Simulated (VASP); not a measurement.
# PbO (P4/nmm) in VASP: a series of runs

The runs below take PbO through single point, with PBE.

Everything below comes from runs of VASP 6.6.1. Logs are shortened: lines on timing, memory, paths and dates and some standing lists are left out, and cuts for length are marked.

## 1. The cell of the first run

The structure is tetragonal, space group P4/nmm (No. 129). Conventional cell: a = 3.915 Å, b = 3.915 Å, c = 4.947 Å, α = 90.00°, β = 90.00°, γ = 90.00°. Pb (site symmetry 4mm) has 4 O at 2.28 Å within 3.0 Å. Within 3.0 Å of O (site symmetry -4m2) lie 4 Pb at 2.28 Å and 4 O at 2.77 Å.

## 2. Single point, PBE (strain -0.015 along x and y, -0.015 along z)

Input file INCAR:

```
SYSTEM = PbO
ALGO = Normal ; EDIFF = 1E-7
ENCUT = 520 ; GGA = PE
ISIF = 2 ; ISMEAR = 0
LASPH = .True. ; LCHARG = .False.
LREAL = .False. ; LWAVE = .False.
NBANDS = 28 ; NELM = 100
PREC = Accurate ; SIGMA = 0.05
```

Input file KPOINTS:

```
k-points
0
Gamma
  8 8 6
  0 0 0
```

Input file POSCAR:

```
PbO
1.0
    3.9147840000      0.0000000000      0.0000000000
    0.0000000000      3.9147840000      0.0000000000
    0.0000000000      0.0000000000      4.9466700000
Pb O
2 2
Direct
    0.0000000000      0.5000000000      0.2351000000
    0.5000000000      0.0000000000      0.7649000000
    0.0000000000      0.0000000000      0.0000000000
    0.5000000000      0.5000000000      0.0000000000
```

Potentials or basis: VASP PAW PBE potentials, release 64 (Pb_d, O).

The run is started by

```console
$ cat potpaw_PBE.64/Pb_d/POTCAR potpaw_PBE.64/O/POTCAR > POTCAR
$ mpirun -np 1 vasp_std > vasp.out
```

OUTCAR:

```text
SYSTEM = PbO
   EDIFF = 1E-7
   ENCUT = 520
   GGA = PE
   ISIF = 2
   ISMEAR = 0
   LASPH = .True.
   LREAL = .False.
   NELM = 100
   PREC = Accurate

 ion  position               nearest neighbor table
   1  0.000  0.500  0.235-   3 2.28   4 2.28   3 2.28   4 2.28   2 3.62   2 3.62   2 3.62   2 3.62
                             2 3.81   2 3.81   2 3.81   2 3.81
   2  0.500  0.000  0.765-   3 2.28   4 2.28   4 2.28   3 2.28   1 3.62   1 3.62   1 3.62   1 3.62
                             1 3.81   1 3.81   1 3.81   1 3.81
   3  0.000  0.000  0.000-   1 2.28   2 2.28   1 2.28   2 2.28
   4  0.500  0.500  0.000-   1 2.28   2 2.28   2 2.28   1 2.28

  LATTYP: Found a simple tetragonal cell.
 ALAT       =     3.9147840000
 C/A-ratio  =     1.2635869565

  Lattice vectors:

 A1 = (   3.9147840000,   0.0000000000,   0.0000000000)
 A2 = (   0.0000000000,   3.9147840000,   0.0000000000)
 A3 = (   0.0000000000,   0.0000000000,   4.9466700000)

Analysis of symmetry for initial positions (statically):
=====================================================================
 Subroutine PRICEL returns:
 Original cell was already a primitive cell.

 Routine SETGRP: Setting up the symmetry group for a
 simple tetragonal supercell.

 Subroutine GETGRP returns: Found 16 space group operations
 (whereof  8 operations were pure point group operations)
 out of a pool of 16 trial point group operations.

The static configuration has the point symmetry D_2d.
 The point group associated with its full space group is D_4h.

Analysis of symmetry for dynamics (positions and initial velocities):
=====================================================================
 Subroutine PRICEL returns:
 Original cell was already a primitive cell.

 Routine SETGRP: Setting up the symmetry group for a
 simple tetragonal supercell.

 Subroutine GETGRP returns: Found 16 space group operations
 (whereof  8 operations were pure point group operations)
 out of a pool of 16 trial point group operations.

The dynamic configuration has the point symmetry D_2d.
 The point group associated with its full space group is D_4h.

 Subroutine INISYM returns: Found 16 space group operations
 (whereof  8 operations are pure point group operations),
 and found     1 'primitive' translations

----------------------------------------------------------------------------------------

[... 95 lines left out ...]
   NELM   =    100;   NELMIN=  2; NELMDL= -5     # of ELM steps
   EDIFF  = 0.1E-06   stopping-criterion for ELM
   LREAL  =      F    real-space projection
   EDIFFG = 0.1E-05   stopping-criterion for IOM
   NSW    =      0    number of steps for IOM
   IBRION =     -1    ionic relax: 0-MD 1-quasi-New 2-CG
   NFREE  =      0    steps in history (QN), initial steepest desc. (CG)
   ISIF   =      2    stress and relaxation
   ISYM   =      2    0-nonsym 1-usesym 2-fastsym
   POTIM  = 0.5000    time-step for ionic-motion
   TEBEG  =    0.0;   TEEND  =   0.0 temperature during run
   PSTRESS=    0.0 pullay stress
   NELECT =      40.0000    total number of electrons
   NUPDOWN=      -1.0000    fix difference up-down
   EMIN   =  10.00;   EMAX   =-10.00  energy-range for DOS
   EFERMI =   0.00;   METHOD = LEGACY
   ISMEAR =     0;   SIGMA  =   0.05  broadening in eV -4-tet -1-fermi 0-gaus
   EFERMI_NEDOS =   21; number of points for ismear=-14 and -15
   IALGO  =     38    algorithm
   IMIX   =      4    mixing-type and parameters
     AMIX     =   0.40;   BMIX     =  1.00
     AMIX_MAG =   1.60;   BMIX_MAG =  1.00
  volume/ion in A,a.u.               =      18.95       127.90
  Fermi-wavevector in a.u.,A,eV,Ry     =   1.322875  2.499870 23.810154  1.749997
  Thomas-Fermi vector in A             =   2.452524
   LORBIT       =      0    0 simple, 1 ext, 2 COOP (PROOUT), +10 PAW based schemes
   GGA     = PE    functional components
   LHFCALC =     F    Hartree Fock is set to
   AEXX    =    0.0000 exact exchange contribution
   IVDW    =     0    specifies the selected vdW correction
   LEPSILON=     F    determine dielectric tensor
   LRPA    =     F    only Hartree local field effects (RPA)
 non-spin polarized calculation
 Gauss-broadening in eV      SIGMA  =   0.05
  energy-cutoff  :      520.00
  volume of cell :       75.81
 maximum number of plane-waves:      2060
 NGX is ok and might be reduce to    30
   NGX = 15   NGY = 15   NGZ = 19

 number of electron      39.9999989 magnetization

 Free energy of the ion-electron system (eV)
  ---------------------------------------------------
  ext. energy  EPLUGINS =         0.00000000
  ---------------------------------------------------
  free energy    TOTEN  =       -21.24910232 eV

  energy without entropy =      -21.24910232  energy(sigma->0) =      -21.24910232

 E-fermi :   6.0497     XC(G=0): -10.0697

 val. band max:        5.7658647495   @ k =   0.1250   0.0000   0.0000
 cond. band min:       6.9312541527   @ k =   0.5000   0.5000   0.0000
 fundamental gap:      1.1653894032
 Fermi energy:         6.0496613794

 k-point     1 :       0.0000    0.0000    0.0000
  band No.  band energies     occupation
      1     -13.1936      2.00000
      2     -12.5244      2.00000
      3     -10.4048      2.00000
      4     -10.4048      2.00000
      5     -10.3268      2.00000
      6     -10.3137      2.00000
[... 733 lines left out ...]
     27      15.3204      0.00000
     28      15.3204      0.00000

 [... further k-points ...]

------------------------ aborting loop because EDIFF is reached ----------------------------------------

  FORCE on cell =-STRESS in cart. coord.  units (eV):
  Direction    XX          YY          ZZ          XY          YZ          ZX
  --------------------------------------------------------------------------------------
  -------------------------------------------------------------------------------------
  Total        4.8719500      4.8719500      3.9863362      0.0000000     -0.0000000      0.0000000
  in kB      102.9638701    102.9638701     84.2472929      0.0000000     -0.0000000      0.0000000
  external PRESSURE =      96.7250111 kB  Pullay stress =       0.0000000 kB

 VOLUME and BASIS-vectors are now :
 -----------------------------------------------------------------------------
  energy-cutoff  :      520.00
  volume of cell :       75.81
      direct lattice vectors                 reciprocal lattice vectors
     3.914784000  0.000000000  0.000000000     0.255441935  0.000000000  0.000000000
     0.000000000  3.914784000  0.000000000     0.000000000  0.255441935  0.000000000
     0.000000000  0.000000000  4.946670000     0.000000000  0.000000000  0.202156198

 POSITION                                       TOTAL-FORCE (eV/Angst)
 -----------------------------------------------------------------------------------
      0.00000      1.95739      1.16296        -0.000000      0.000000      1.180779
      1.95739      0.00000      3.78371         0.000000      0.000000     -1.180779
      0.00000      0.00000      0.00000        -0.000000     -0.000000      0.000000
      1.95739      1.95739      0.00000        -0.000000      0.000000      0.000000
 -----------------------------------------------------------------------------------
    total drift:                                0.000000      0.000000     -0.000000

  FREE ENERGIE OF THE ION-ELECTRON SYSTEM (eV)
  ---------------------------------------------------
  free  energy   TOTEN  =       -21.2491023205 eV

  energy  without entropy=      -21.2491023205  energy(sigma->0) =      -21.24910232
```

It took 3.5 min on 1 thread of Intel Xeon 8259CL, shared host; peak memory 0.25 GiB.

What came out:

```
Free energy            : -21.2491 eV
Pressure               : 9.7 GPa
Largest force          : 1.181 eV/Å
Band gap on the k mesh : 1.17 eV (least direct gap 2.38 eV)
```

Forces on the atoms (eV/Å):
```
Pb   0.000  0.000  1.181
Pb   0.000  0.000 -1.181
O    0.000  0.000  0.000
O    0.000  0.000  0.000
```

Stress tensor (GPa, compression positive):
```
10.30  0.00  0.00
 0.00 10.30  0.00
 0.00  0.00  8.42
```

Caveat: the cell differs from its parent crystal (strain -0.015 along x and y, -0.015 along z); the cell stands under pressure; spin-orbit coupling is left out, which moves the levels of the heavy elements; forces of over 1 eV/Å act on the atoms, so gaps and moduli don't describe the material at rest. A k mesh can miss the band edges.

## 3. Single point, PBE (strain -0.030 along x and y, +0.030 along z)

Input file INCAR:

```
PREC = Accurate
ENCUT = 520
EDIFF = 1E-7
ISMEAR = 0
SIGMA = 0.05
LREAL = False
LASPH = True
NELM = 80
ALGO = Normal
ISIF = 2
LWAVE = False
LCHARG = True
GGA = PE
LELF = True
LVHAR = True
NBANDS = 28
```

Input file KPOINTS:

```
regular mesh
0
Gamma
  8 8 6
```

Input file POSCAR:

```
PbO
1.0
    3.8551680000      0.0000000000      0.0000000000
    0.0000000000      3.8551680000      0.0000000000
    0.0000000000      0.0000000000      5.1726600000
Pb O
2 2
Direct
    0.0000000000      0.5000000000      0.2351000000
    0.5000000000      0.0000000000      0.7649000000
    0.0000000000      0.0000000000      0.0000000000
    0.5000000000      0.5000000000      0.0000000000
```

Potentials or basis: VASP PAW PBE potentials, release 64 (Pb_d, O).

The run is started by

```console
$ cat potpaw_PBE.64/Pb_d/POTCAR potpaw_PBE.64/O/POTCAR > POTCAR
$ mpirun -np 1 vasp_std > vasp.out
```

Run time: 3.5 min. Hardware: 1 thread of Intel Xeon 8259CL, shared host; peak memory 0.25 GiB.

It converged, with:

```
Free energy            : -21.2529 eV
Pressure               : 8.8 GPa
Largest force          : 0.715 eV/Å
Band gap on the k mesh : 1.04 eV (least direct gap 2.25 eV)
```

Forces on the atoms (eV/Å):
```
Pb   0.000  0.000  0.715
Pb   0.000  0.000 -0.715
O    0.000  0.000  0.000
O    0.000  0.000  0.000
```

Stress tensor (GPa, compression positive):
```
10.25  0.00  0.00
 0.00 10.25  0.00
 0.00  0.00  5.82
```

Levels at points of the mesh, in eV from the valence-band top:
```tsv
k point	band 16	band 17	band 18	band 19	band 20	band 21	band 22	band 23	band 24	band 25
(0.00, 0.00, 0.00)	-4.64	-2.05	-1.84	-1.84	0.00	2.39	5.23	5.74	5.74	6.41
(0.50, 0.00, 0.00)	-3.71	-3.30	-3.30	-2.05	-2.05	3.18	3.18	6.60	6.60	6.87
(0.50, 0.50, 0.00)	-4.00	-2.01	-2.01	-1.22	-1.22	1.04	1.04	5.02	5.02	7.48
(0.00, 0.00, 0.50)	-4.50	-2.07	-1.87	-1.87	-1.54	2.20	4.06	4.06	4.59	8.39
(0.50, 0.00, 0.50)	-4.07	-3.27	-3.27	-1.35	-1.35	2.82	2.82	6.54	6.54	7.37
(0.50, 0.50, 0.50)	-4.39	-2.47	-2.47	-1.22	-1.22	3.20	3.20	4.41	4.41	5.83
```

Caveat: the cell differs from its parent crystal (strain -0.030 along x and y, +0.030 along z); the cell stands under pressure; spin-orbit coupling is left out, which moves the levels of the heavy elements. A k mesh can miss the band edges.

(Part 1 of 2 ends here.)
